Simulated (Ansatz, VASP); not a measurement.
**MgSe in VASP and in Ansatz**

Contents of INCAR:

```
  PREC = Accurate
  ENCUT = 600
  EDIFF = 1E-6
  ISMEAR = 0
  SIGMA = 0.1
  LREAL = False
  LASPH = True
  NELM = 120
  ALGO = Normal
  ISIF = 2
  LWAVE = False
  LCHARG = False
  GGA = PE
  IVDW = 12
  NBANDS = 11
  GGA_COMPAT = False
```

KPOINTS

```
Automatic mesh
0
Gamma
  6 6 6
```

Contents of POSCAR:

```
MgSe
1.0
    0.0000000000      2.7250000000      2.7250000000
    2.7250000000      0.0000000000      2.7250000000
    2.7250000000      2.7250000000      0.0000000000
Mg Se
1 1
Direct
    0.0000000000      0.0000000000      0.0000000000
    0.5000000000      0.5000000000      0.5000000000
```

Input for Ansatz:

```yaml
crystal:
  lattice:
    - [0.0, 2.725, 2.725]
    - [2.725, 0.0, 2.725]
    - [2.725, 2.725, 0.0]
  atoms:
    - { symbol: Mg, position: [0.0, 0.0, 0.0] }
    - { symbol: Se, position: [0.5, 0.5, 0.5] }
basis:
  ecutwfc: 420
kpoints:
  mp_grid: { grid: [6, 6, 6] }
hamiltonian:
  xc: pbe
  dispersion: d3bj
  pseudopotentials: { kind: paw, azcp: { folder: soft_1 } }
scf:
  occupations: { method: gaussian, width: 0.1 }
output:
  forces: true
  stress: true
  eigenvalues: true
```

Alike in both runs: task single point; functional PBE; dispersion D3(BJ); k mesh 6 × 6 × 6; occupations gaussian, width 0.1 eV; no spin polarisation.

|  | VASP | Ansatz |
| --- | --- | --- |
| version | VASP 6.6.1 | Ansatz 0.2.0 |
| potentials or method | VASP PAW PBE potentials, release 64 (Mg, Se), cutoff 600 eV | scalar-relativistic, plane waves, PAW |
| valence electrons in the cell | 8 | 26 |

Ansatz gave:

- gap on the k mesh at the Fermi level (eV): 1.82
- least direct gap on the mesh (eV): 2.61
- pressure (GPa): -0.9

Problem. What did VASP give for the same quantities?

Solution. gap on the k mesh at the Fermi level (eV): 1.80; least direct gap on the mesh (eV): 2.60; pressure (GPa): -1.0.

VASP's potentials hold 8 valence electrons a cell and Ansatz's 26, so a difference there can come from the potentials and not from the codes.
